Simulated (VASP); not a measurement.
A run of VASP 6.6.1 is set up as follows.

The input POSCAR:

```
Nb
1.0
   -1.6846877643      1.6846877643      1.6846877643
    1.6846877643     -1.6846877643      1.6846877643
    1.6846877643      1.6846877643     -1.6846877643
Nb
1
Direct
    0.0000000000      0.0000000000      0.0000000000
```

INCAR.step1

```
SYSTEM = Nb
ALGO     = Normal         ! electronic algorithm
EDIFF    = 1E-4           ! SCF threshold, eV
ENCUT    = 520            ! plane-wave cutoff, eV
GGA      = PE             ! functional
ISMEAR   = 0              ! smearing method
LASPH    = .TRUE.         ! aspherical terms in the spheres
LCHARG   = .FALSE.        ! write CHGCAR
LREAL    = .FALSE.        ! projectors in reciprocal space
LWAVE    = .TRUE.         ! write WAVECAR
NBANDS   = 12             ! bands
NELM     = 80             ! most SCF steps
PREC     = Accurate       ! precision mode
SIGMA    = 0.1            ! smearing width, eV
```

The input INCAR.step2:

```
SYSTEM = Nb
ALGO     = Normal         ! electronic algorithm
EDIFF    = 1E-6           ! SCF threshold, eV
ENCUT    = 520            ! plane-wave cutoff, eV
ISIF     = 2              ! what is computed and relaxed
ISMEAR   = 0              ! smearing method
ISTART   = 1            
LASPH    = .TRUE.         ! aspherical terms in the spheres
LCHARG   = .FALSE.        ! write CHGCAR
LMIXTAU  = .TRUE.       
LREAL    = .FALSE.        ! projectors in reciprocal space
LWAVE    = .FALSE.        ! write WAVECAR
METAGGA  = R2SCAN         ! meta-GGA
NBANDS   = 12             ! bands
NELM     = 80             ! most SCF steps
PREC     = Accurate       ! precision mode
SIGMA    = 0.1            ! smearing width, eV
```

KPOINTS

```
k-points
0
G
  18 18 18
  0 0 0
```

Potentials or basis: VASP PAW PBE potentials, release 64 (Nb_sv).

Launch:

```sh
$ cat potpaw_PBE.64/Nb_sv/POTCAR > POTCAR
$ cp INCAR.step1 INCAR
$ mpirun -np 1 vasp_std > vasp.out
$ cp INCAR.step2 INCAR
$ mpirun -np 1 vasp_std > vasp.out
```

**Question.** Estimate the band gap on the k mesh.

**Answer.** Zero (an odd number of electrons rules out a gap without spin polarisation).

**Question.** What does it give for the pressure?

**Answer.** -9.4 GPa.

Caveat: the cell stands under tension; the PAW data sets were made with another functional, which shifts forces and pressure a little.
